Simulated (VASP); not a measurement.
A run of VASP 6.6.1:

The input INCAR:

```
SYSTEM = LiH
PREC     = Accurate       ! precision mode
ENCUT    = 520            ! plane-wave cutoff, eV
EDIFF    = 1E-8           ! SCF threshold, eV
ISMEAR   = 0              ! smearing method
SIGMA    = 0.01           ! smearing width, eV
LREAL    = .FALSE.        ! projectors in reciprocal space
LASPH    = .TRUE.         ! aspherical terms in the spheres
NELM     = 100            ! most SCF steps
ALGO     = Normal         ! electronic algorithm
ISIF     = 2              ! what is computed and relaxed
LWAVE    = .FALSE.        ! write WAVECAR
LCHARG   = .TRUE.         ! write CHGCAR
GGA      = PS             ! functional
IBRION   = 8              ! ionic algorithm
NSW      = 1              ! ionic steps
```

File KPOINTS:

```
Automatic mesh
0
G
  8 8 8
  0 0 0
```

POSCAR

```
LiH
1.0
    0.0000000000      1.9903724898      1.9903724898
    1.9903724898      0.0000000000      1.9903724898
    1.9903724898      1.9903724898      0.0000000000
Li H
1 1
Direct
    0.0000000000      0.0000000000      0.0000000000
    0.5000000000      0.5000000000      0.5000000000
```

Potentials or basis: VASP PAW PBE potentials, release 64 (Li_sv, H).

Launch:

```bash
$ cat potpaw_PBE.64/Li_sv/POTCAR potpaw_PBE.64/H/POTCAR > POTCAR
$ mpirun -np 1 vasp_std > vasp.out
```

Hardware: 1 thread of AMD EPYC 7R43 64-Core Processor (Zen 3) (shared host).

Q: Estimate the wall time of this run.

A: It took 31 s on 1 thread of AMD EPYC 7R43 64-Core Processor (Zen 3), on a shared host, peak memory 0.11 GiB. Counts: scf iterations 42, k points 29.
